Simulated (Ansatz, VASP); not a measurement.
**KCl in VASP and in Ansatz**

```xyz
2
Lattice="0.0000 3.1213 3.1369 3.1213 0.0000 3.1369 3.1213 3.1213 0.0000" Properties=species:S:1:pos:R:3 pbc="T T T"
K     0.0000    0.0000    0.0000
Cl    3.1213    3.1213    3.1369
```

Change from the starting cell: z stretched by +0.5 %, x and y held.

Alike in both runs: task single point; functional PBEsol; k mesh 8 × 8 × 8; no spin polarisation.

|  | VASP | Ansatz |
| --- | --- | --- |
| version | VASP 6.6.1 | Ansatz 0.2.0 |
| potentials or method | VASP PAW PBE potentials, release 64 (K_sv, Cl), cutoff 520 eV | all-electron LAPW, scalar-relativistic |
| occupations | gaussian, width 0.01 eV | fixed |

Ansatz gave:

* gap on the k mesh at the Fermi level (eV): 5.09
* pressure (GPa): -0.1
* traceless stress, the component that is largest in VASP (GPa): -0.12

Question: Estimate VASP's values.

Answer: gap on the k mesh at the Fermi level (eV): 5.08; pressure (GPa): 0.0; traceless stress, the component that is largest in VASP (GPa): -0.12.

VASP's potentials were made for PBE, not for PBEsol. Ansatz ran all-electron here, and VASP with PAW potentials.
